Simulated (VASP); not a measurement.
# KBr: relaxation of cell and atoms with LDA

KBr:

```xyz
2
Lattice="0.0000 3.1872 3.1872 3.1872 0.0000 3.1872 3.1872 3.1872 0.0000" Properties=species:S:1:pos:R:3 pbc="T T T"
K     0.0000    0.0000    0.0000
Br    3.1872    3.1872    3.1872
```

```
Program                : VASP 6.6.1
Task                   : relaxation of cell and atoms
Functional             : LDA
Potentials or basis    : VASP PAW LDA potentials, release 64 (K_sv, Br)
Cutoff                 : 600 eV
k mesh                 : 6 × 6 × 6
Occupations            : gaussian, width 0.01 eV
Spin                   : no spin polarisation
Dipole correction      : no
Further INCAR settings : ALGO = Normal; EDIFF = 1e-06; IBRION = 2; EDIFFG = -0.001; NSW = 80; ISIF = 3
```

```json
{
 "Relaxed volume": "32.49 Å³/atom",
 "Relaxed cell": "a = 4.513 Å, b = 4.513 Å, c = 4.513 Å, α = 60.00°, β = 60.00°, γ = 60.00°",
 "Space group after relaxing (to 0.05 Å)": "Fm-3m (No. 225)",
 "Energy gained by relaxing": "0.0 meV/atom",
 "Ionic steps": "20",
 "Pressure after relaxing": "0.0 GPa",
 "Band gap on the k mesh": "4.32 eV, direct"
}
```

Final structure:
```
CELL_PARAMETERS angstrom
0.00000 3.19104 3.19104
3.19104 0.00000 3.19104
3.19104 3.19104 0.00000
ATOMIC_POSITIONS crystal
K 0.00000 0.00000 0.00000
Br 0.50000 0.50000 0.50000
```

Levels at points of the mesh, in eV from the valence-band top:
```csv
k point,band 6,band 7,band 8,band 9,band 10,band 11
"(0.00, 0.00, 0.00)",0.00,0.00,0.00,4.31,7.34,7.34
"(0.50, 0.00, 0.00)",-1.47,-0.45,-0.45,6.46,8.29,9.78
"(0.50, 0.50, 0.00)",-0.96,-0.33,-0.33,5.41,7.24,9.35
```

Run time: 39 s on 1 thread of Intel(R) Xeon(R) 6975P-C (Granite Rapids) (shared host), peak memory 0.19 GiB.

As with any semilocal functional, this LDA gap is likely too small.
